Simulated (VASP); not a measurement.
Input of a VASP 6.6.1 run:

The input INCAR:

```
SYSTEM = Hg3Pt
PREC = Accurate
ENCUT = 520
EDIFF = 1E-6
ISMEAR = 1
SIGMA = 0.15
LREAL = .FALSE.
LASPH = .TRUE.
NELM = 100
ALGO = Normal
ISIF = 2
LWAVE = .FALSE.
LCHARG = .FALSE.
GGA = CA
NBANDS = 31
```

The input KPOINTS:

```
regular mesh
0
G
  5 5 5
  0 0 0
```

Contents of POSCAR:

```
Hg3Pt
1.0
    4.1389614984      0.0000000000      0.0000000000
    0.0000000000      4.1389614984      0.0000000000
    0.0000000000      0.0000000000      4.1389614984
Hg Pt
3 1
Direct
    0.0000000000      0.5000000000      0.5000000000
    0.5000000000      0.0000000000      0.5000000000
    0.5000000000      0.5000000000      0.0000000000
    0.0000000000      0.0000000000      0.0000000000
```

Potentials or basis: VASP PAW LDA potentials, release 64 (Hg, Pt).

Command:

```sh
$ cat potpaw_LDA.64/Hg/POTCAR potpaw_LDA.64/Pt/POTCAR > POTCAR
$ mpirun -np 1 vasp_std > vasp.out
```

Question: Predict the band gap on the k mesh.

Answer: Zero (bands 23 and 24 overlap by 2.79 eV).

Question: What does it give for the pressure?

Answer: 6.9 GPa.

Caveat: the cell stands under pressure; spin-orbit coupling is left out, which moves the levels of the heavy elements.
